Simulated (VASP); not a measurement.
# Ge in VASP: a series of runs

Ge is run at these levels: PBEsol; tasks: single point.

All numbers are computed with VASP 6.6.1; they aren't measurements. Logs are shortened: lines on timing, memory, paths and dates and some standing lists are left out, and cuts for length are marked.

## Step 1: The cell of the first run

The cell holds a sheet with vacuum, 2 atoms: a = 4.030 Å, b = 4.030 Å, c = 14.680 Å, α = 90.00°, β = 90.00°, γ = 120.00°.

## Step 2: Single point, PBEsol

The input, INCAR:

```
SYSTEM = Ge
  ALGO = Normal
  DIPOL = 0.5 0.5 0.500
  EDIFF = 1E-6
  ENCUT = 410
  GGA = PS
  GGA_COMPAT = .FALSE.
  IDIPOL = 3
  ISIF = 2
  ISMEAR = 0
  LASPH = .TRUE.
  LCHARG = .FALSE.
  LDIPOL = .TRUE.
  LREAL = .FALSE.
  LWAVE = .FALSE.
  NBANDS = 21
  NELM = 120
  NELMDL = -8
  PREC = Accurate
  SIGMA = 0.03
```

The input, KPOINTS:

```
k-points
0
G
  12 12 1
  0 0 0
```

The input, POSCAR:

```
Ge
1.0
    4.0300000000      0.0000000000      0.0000000000
   -2.0150000000      3.4900823773      0.0000000000
    0.0000000000      0.0000000000     14.6800000000
Ge
2
Direct
    0.3333330000      0.6666670000      0.4768392371
    0.6666670000      0.3333330000      0.5231607629
```

Potentials or basis: VASP PAW PBE potentials, release 64 (Ge_d).

Started as:

```sh
$ cat potpaw_PBE.64/Ge_d/POTCAR > POTCAR
$ mpirun -np 1 vasp_std > vasp.out
```

OUTCAR:

```text
SYSTEM = Ge
   EDIFF = 1E-6
   ENCUT = 410
   GGA = PS
   ISIF = 2
   ISMEAR = 0
   LASPH = .TRUE.
   LREAL = .FALSE.
   NELM = 120
   NELMDL = -8
   PREC = Accurate

 ion  position               nearest neighbor table
   1  0.333  0.667  0.477-   2 2.42   2 2.42   2 2.42
   2  0.667  0.333  0.523-   1 2.42   1 2.42   1 2.42

  LATTYP: Found a hexagonal cell.
 ALAT       =     4.0300000000
 C/A-ratio  =     3.6426799007

  Lattice vectors:

 A1 = (   4.0300000000,   0.0000000000,   0.0000000000)
 A2 = (  -2.0150000000,   3.4900823773,   0.0000000000)
 A3 = (   0.0000000000,   0.0000000000,  14.6800000000)

Analysis of symmetry for initial positions (statically):
=====================================================================
 Subroutine PRICEL returns:
 Original cell was already a primitive cell.

 Routine SETGRP: Setting up the symmetry group for a
 hexagonal supercell.

 Subroutine GETGRP returns: Found 12 space group operations
 (whereof 12 operations were pure point group operations)
 out of a pool of 24 trial point group operations.

The static configuration has the point symmetry D_3d.

Analysis of symmetry for dynamics (positions and initial velocities):
=====================================================================
 Subroutine PRICEL returns:
 Original cell was already a primitive cell.

 Routine SETGRP: Setting up the symmetry group for a
 hexagonal supercell.

 Subroutine GETGRP returns: Found 12 space group operations
 (whereof 12 operations were pure point group operations)
 out of a pool of 24 trial point group operations.

The dynamic configuration has the point symmetry D_3d.

 Subroutine INISYM returns: Found 12 space group operations
 (whereof 12 operations are pure point group operations),
 and found     1 'primitive' translations

----------------------------------------------------------------------------------------

                                     Primitive cell

  volume of cell :     206.4747

  direct lattice vectors                    reciprocal lattice vectors
     4.030000000  0.000000000  0.000000000     0.248138958  0.143263094  0.000000000
    -2.015000000  3.490082377  0.000000000     0.000000000  0.286526188  0.000000000
     0.000000000  0.000000000 14.680000000     0.000000000  0.000000000  0.068119891

  length of vectors
     4.030000000  4.030000000 14.680000000     0.286526188  0.286526188  0.068119891

  position of ions in fractional coordinates (direct lattice)
     0.333333000  0.666667000  0.476839237
     0.666667000  0.333333000  0.523160763

  ion indices of the primitive-cell ions
   primitive index   ion index
                 1           1
                 2           2

----------------------------------------------------------------------------------------

 KPOINTS: k-points

Automatic generation of k-mesh.
 Grid dimensions read from file:
 generate k-points for:   12   12    1

 Generating k-lattice:

  Cartesian coordinates                     Fractional coordinates (reciprocal lattice)
     0.020678246  0.011938591  0.000000000     0.083333333 -0.000000000  0.000000000
     0.000000000  0.023877182  0.000000000     0.000000000  0.083333333  0.000000000
     0.000000000  0.000000000  0.068119891     0.000000000  0.000000000  1.000000000

  Length of vectors
     0.023877182  0.023877182  0.068119891

  Shift w.r.t. Gamma in fractional coordinates (k-lattice)
     0.000000000  0.000000000  0.000000000

 Subroutine IBZKPT returns following result:
 ===========================================

 Found     19 irreducible k-points:

 Following reciprocal coordinates:
            Coordinates               Weight
  0.000000  0.000000  0.000000      1.000000
  0.083333  0.000000  0.000000      6.000000
  0.166667  0.000000  0.000000      6.000000
  0.250000  0.000000  0.000000      6.000000
  0.333333 -0.000000  0.000000      6.000000
  0.416667  0.000000  0.000000      6.000000
[... 11 lines left out ...]
  0.333333  0.250000  0.000000     12.000000
  0.333333  0.333333  0.000000      2.000000
   k-points           NKPTS =     19   k-points in BZ     NKDIM =     19   number of bands    NBANDS=     21
   number of dos      NEDOS =    301   number of ions     NIONS =      2
   total plane-waves  NPLWV =  76832
   dimension x,y,z NGX =    28 NGY =   28 NGZ =   98
   dimension x,y,z NGXF=    56 NGYF=   56 NGZF=  196
   ions per type =               2
   NGX,Y,Z   is equivalent  to a cutoff of  11.55, 11.55, 11.10 a.u.
   NGXF,Y,Z  is equivalent  to a cutoff of  23.10, 23.10, 22.20 a.u.
 SYSTEM =  Ge
   PREC   = accura    normal or accurate (medium, high low for compatibility)
   ISTART =      0    job   : 0-new  1-cont  2-samecut
   ICHARG =      2    charge: 1-file 2-atom 10-const
   ISPIN  =      1    spin polarized calculation?
   LNONCOLLINEAR =      F non collinear calculations
   LSORBIT =      F    spin-orbit coupling
   LASPH  =      T    aspherical Exc in radial PAW
   ENCUT  =  410.0 eV  30.13 Ry    5.49 a.u.   6.65  6.65 24.24*2*pi/ulx,y,z
   NELM   =    120;   NELMIN=  2; NELMDL= -8     # of ELM steps
   EDIFF  = 0.1E-05   stopping-criterion for ELM
   LREAL  =      F    real-space projection
   EDIFFG = 0.1E-04   stopping-criterion for IOM
   NSW    =      0    number of steps for IOM
   IBRION =     -1    ionic relax: 0-MD 1-quasi-New 2-CG
   NFREE  =      0    steps in history (QN), initial steepest desc. (CG)
   ISIF   =      2    stress and relaxation
   ISYM   =      2    0-nonsym 1-usesym 2-fastsym
   POTIM  = 0.5000    time-step for ionic-motion
   TEBEG  =    0.0;   TEEND  =   0.0 temperature during run
   PSTRESS=    0.0 pullay stress
   NELECT =      28.0000    total number of electrons
   NUPDOWN=      -1.0000    fix difference up-down
   EMIN   =  10.00;   EMAX   =-10.00  energy-range for DOS
   EFERMI =   0.00;   METHOD = LEGACY
   ISMEAR =     0;   SIGMA  =   0.03  broadening in eV -4-tet -1-fermi 0-gaus
   EFERMI_NEDOS =   21; number of points for ismear=-14 and -15
   IALGO  =     38    algorithm
   IMIX   =      4    mixing-type and parameters
     AMIX     =   0.40;   BMIX     =  1.00
     AMIX_MAG =   1.60;   BMIX_MAG =  1.00
  volume/ion in A,a.u.               =     103.24       696.68
  Fermi-wavevector in a.u.,A,eV,Ry     =   0.841082  1.589415  9.625030  0.707420
  Thomas-Fermi vector in A             =   1.955569
   LORBIT       =      0    0 simple, 1 ext, 2 COOP (PROOUT), +10 PAW based schemes
   GGA     = PS    functional components
   LHFCALC =     F    Hartree Fock is set to
   AEXX    =    0.0000 exact exchange contribution
   IVDW    =     0    specifies the selected vdW correction
   LEPSILON=     F    determine dielectric tensor
   LRPA    =     F    only Hartree local field effects (RPA)
 non-spin polarized calculation
 Gauss-broadening in eV      SIGMA  =   0.03
  energy-cutoff  :      410.00
  volume of cell :      206.47
 maximum number of plane-waves:      3925
 NGX is ok and might be reduce to    28
   NGX = 13   NGY = 13   NGZ = 49

 number of electron      27.9999971 magnetization

 dipolmoment           0.000000      0.000000     -0.000000 electrons x Angstroem

 Free energy of the ion-electron system (eV)
  ---------------------------------------------------
  ext. energy  EPLUGINS =         0.00000000
  ---------------------------------------------------
  free energy    TOTEN  =        -8.72922797 eV

  energy without entropy =       -8.72875781  energy(sigma->0) =       -8.72899289

 E-fermi :  -2.5453     XC(G=0):  -3.1137

 val. band max:       -2.5452678959   @ k =   0.3333   0.3333   0.0000
 cond. band min:      -2.5452381833   @ k =   0.3333   0.3333   0.0000
 fundamental gap:      0.0000297125
 Fermi energy:        -2.5452530397

 k-point     1 :       0.0000    0.0000    0.0000
  band No.  band energies     occupation
      1     -26.9982      2.00000
      2     -26.9982      2.00000
      3     -26.9481      2.00000
      4     -26.9481      2.00000
      5     -26.9462      2.00000
      6     -26.8755      2.00000
[... 13 lines left out ...]
     20       2.0595      0.00000
     21       3.6165      0.00000

 k-point     2 :       0.0833    0.0000    0.0000
  band No.  band energies     occupation
      1     -27.0023      2.00000
      2     -27.0012      2.00000
      3     -26.9569      2.00000
      4     -26.9440      2.00000
      5     -26.9348      2.00000
      6     -26.8712      2.00000
[... 13 lines left out ...]
     20       2.1250      0.00000
     21       3.5669      0.00000

 k-point     3 :       0.1667    0.0000    0.0000
  band No.  band energies     occupation
      1     -27.0100      2.00000
      2     -27.0073      2.00000
      3     -26.9660      2.00000
      4     -26.9349      2.00000
      5     -26.9219      2.00000
      6     -26.8592      2.00000
[... 13 lines left out ...]
     20       2.3777      0.00000
     21       3.4137      0.00000

 k-point     4 :       0.2500    0.0000    0.0000
  band No.  band energies     occupation
      1     -27.0160      2.00000
      2     -27.0130      2.00000
      3     -26.9757      2.00000
      4     -26.9254      2.00000
      5     -26.9126      2.00000
      6     -26.8423      2.00000
[... 13 lines left out ...]
     20       3.2821      0.00000
     21       3.6473      0.00000

 k-point     5 :       0.3333   -0.0000    0.0000
  band No.  band energies     occupation
      1     -27.0179      2.00000
      2     -27.0168      2.00000
      3     -26.9858      2.00000
      4     -26.9184      2.00000
      5     -26.9083      2.00000
      6     -26.8281      2.00000
[... 13 lines left out ...]
     20       4.0325      0.00000
     21       4.7791      0.00000
[... 262 lines left out ...]
     20       5.2540      0.00000
     21       5.3490      0.00000

 k-point    17 :       0.2500    0.2500    0.0000
  band No.  band energies     occupation
      1     -27.0362      2.00000
      2     -27.0097      2.00000
      3     -26.9962      2.00000
      4     -26.9142      2.00000
      5     -26.8656      2.00000
      6     -26.8428      2.00000
[... 13 lines left out ...]
     20       4.3995      0.00000
     21       4.6499      0.00000

 k-point    18 :       0.3333    0.2500    0.0000
  band No.  band energies     occupation
      1     -27.0407      2.00000
      2     -27.0066      2.00000
      3     -27.0012      2.00000
      4     -26.9086      2.00000
      5     -26.8604      2.00000
      6     -26.8401      2.00000
[... 13 lines left out ...]
     20       4.6333      0.00000
     21       5.2247      0.00000

 k-point    19 :       0.3333    0.3333    0.0000
  band No.  band energies     occupation
      1     -27.0436      2.00000
      2     -27.0041      2.00000
      3     -27.0041      2.00000
      4     -26.9062      2.00000
      5     -26.8431      2.00000
      6     -26.8431      2.00000
[... 13 lines left out ...]
     20       4.3871      0.00000
     21       4.5196      0.00000

------------------------ aborting loop because EDIFF is reached ----------------------------------------

 vacuum level on the upper side and lower side of the slab       (xc-potential included)        -0.101        -0.101

  FORCE on cell =-STRESS in cart. coord.  units (eV):
  Direction    XX          YY          ZZ          XY          YZ          ZX
  --------------------------------------------------------------------------------------
  -------------------------------------------------------------------------------------
  Total       -0.8332081     -0.8332081     -0.2140146      0.0000000      0.0000000      0.0000000
  in kB       -6.4654280     -6.4654280     -1.6606848      0.0000000      0.0000000      0.0000000
  external PRESSURE =      -4.8638470 kB  Pullay stress =       0.0000000 kB

 VOLUME and BASIS-vectors are now :
 -----------------------------------------------------------------------------
  energy-cutoff  :      410.00
  volume of cell :      206.47
      direct lattice vectors                 reciprocal lattice vectors
     4.030000000  0.000000000  0.000000000     0.248138958  0.143263094  0.000000000
    -2.015000000  3.490082377  0.000000000     0.000000000  0.286526188  0.000000000
     0.000000000  0.000000000 14.680000000     0.000000000  0.000000000  0.068119891

 POSITION                                       TOTAL-FORCE (eV/Angst)
 -----------------------------------------------------------------------------------
     -0.00000      2.32672      7.00000        -0.000000     -0.000000      0.143453
      2.01500      1.16336      7.68000         0.000000      0.000000     -0.143453
 -----------------------------------------------------------------------------------
    total drift:                                0.000000      0.000000      0.000000

  FREE ENERGIE OF THE ION-ELECTRON SYSTEM (eV)
  ---------------------------------------------------
  free  energy   TOTEN  =        -8.7292279660 eV

  energy  without entropy=       -8.7287578081  energy(sigma->0) =       -8.72899289

 vacuum level on the upper side and lower side of the slab         1.918         1.918
```

It took 90 s on 1 thread of Intel Xeon 6975P-C, shared host; peak memory 0.26 GiB.

What came out:

* Free energy: -8.7292 eV
* Largest force: 0.143 eV/Å
* Band gap on the k mesh: zero (filled and empty bands touch)

Forces on the atoms (eV/Å):
```
Ge   0.000  0.000  0.143
Ge   0.000  0.000 -0.143
```

Caveat: the PAW data sets were made with another functional, which shifts forces and pressure a little.

## Step 3: Single point, PBEsol

This run uses another cell than the first one, of 173.29 Å³/atom, 1.679 times its volume.

The input, INCAR:

```
PREC = Accurate
ENCUT = 410
EDIFF = 1E-6
ISMEAR = 0
SIGMA = 0.03
LREAL = False
LASPH = True
NELM = 120
ALGO = Normal
ISIF = 2
LWAVE = False
LCHARG = False
LDIPOL = True
IDIPOL = 3
DIPOL = 0.5 0.5 0.292
GGA = PS
NBANDS = 21
GGA_COMPAT = False
NELMDL = -8
```

The input, KPOINTS:

```
regular mesh
0
Gamma
  12 12 1
```

The input, POSCAR:

```
Ge
1.0
    3.9882698326      0.0000000000      0.0000000000
   -1.9941349163      3.4539429922      0.0000000000
    0.0000000000      0.0000000000     25.1599999975
Ge
2
Direct
    0.3333333333      0.6666666667      0.2786647802
    0.6666666667      0.3333333333      0.3048010387
```

Potentials or basis: VASP PAW PBE potentials, release 64 (Ge_d).

Started as:

```sh
$ cat potpaw_PBE.64/Ge_d/POTCAR > POTCAR
$ mpirun -np 1 vasp_std > vasp.out
```

Wall time 2.6 min (1 thread of Intel Xeon 6975P-C, shared host); peak memory 0.36 GiB.

Results (log left out):

```yaml
Free_energy: -8.7385 eV
Largest_force: 0.010 eV/Å
Band_gap_on_the_k_mesh: zero (filled and empty bands touch)
```

Forces in eV/Å, atoms in the order of the input:
```
Ge   0.000  0.000  0.010
Ge   0.000  0.000 -0.010
```

Levels at points of the mesh, in eV from the Fermi level:
```
           k point  band 10  band 11  band 12  band 13  band 14  band 15  band 16  band 17  band 18  band 19
(0.00, 0.00, 0.00)   -24.20   -11.51    -3.52    -0.49    -0.49     0.63     2.40     3.92     3.92     4.35
(0.50, 0.00, 0.00)   -24.13    -9.39    -7.53    -2.09    -1.18     0.70     1.59     5.57     6.48     7.13
```

Caveat: the PAW data sets were made with another functional, which shifts forces and pressure a little.
